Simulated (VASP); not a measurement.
Set up this calculation in VASP 6.6.1, as the native input.

```
Task                   : single point
Functional             : PBE
Potentials or basis    : VASP PAW PBE potentials, release 64 (Na_pv, H)
Cutoff                 : 520 eV
k mesh                 : 8 × 8 × 8
Occupations            : gaussian, width 0.05 eV
Spin                   : no spin polarisation
Dipole correction      : no
Further INCAR settings : ALGO = Normal; EDIFF = 1e-06; NBANDS = 11
```

The structure of NaH lies in POSCAR:

```
NaH
1.0
    0.0000000000      2.3180000000      2.5010000000
    2.3180000000      0.0000000000      2.5010000000
    2.3180000000      2.3180000000      0.0000000000
Na H
1 1
Direct
    0.0000000000      0.0000000000      0.0000000000
    0.5000000000      0.5000000000      0.5000000000
```

This cell differs from its parent crystal: strain -0.050 along x and y, +0.025 along z.

These files were run (other wordings do the same):

INCAR

```
PREC = Accurate
ENCUT = 520
EDIFF = 1E-6
ISMEAR = 0
SIGMA = 0.05
LREAL = False
LASPH = True
NELM = 100
ALGO = Normal
ISIF = 2
LWAVE = False
LCHARG = False
GGA = PE
NBANDS = 11
```

KPOINTS

```
Automatic mesh
0
Gamma
  8 8 8
```

Potentials or basis: VASP PAW PBE potentials, release 64 (Na_pv, H).

Launch:

```console
$ cat potpaw_PBE.64/Na_pv/POTCAR potpaw_PBE.64/H/POTCAR > POTCAR
$ mpirun -np 1 vasp_std > vasp.out
```

It gave:

| Property | Result |
| --- | --- |
| Pressure | 1.4 GPa |
| Band gap on the k mesh | 3.79 eV, indirect (least direct gap 4.62 eV) |

Caveat: the cell differs from its parent crystal (strain -0.050 along x and y, +0.025 along z).

It took 7.9 s on 1 thread of Intel Xeon 6975P-C (shared host), peak memory 0.15 GiB.
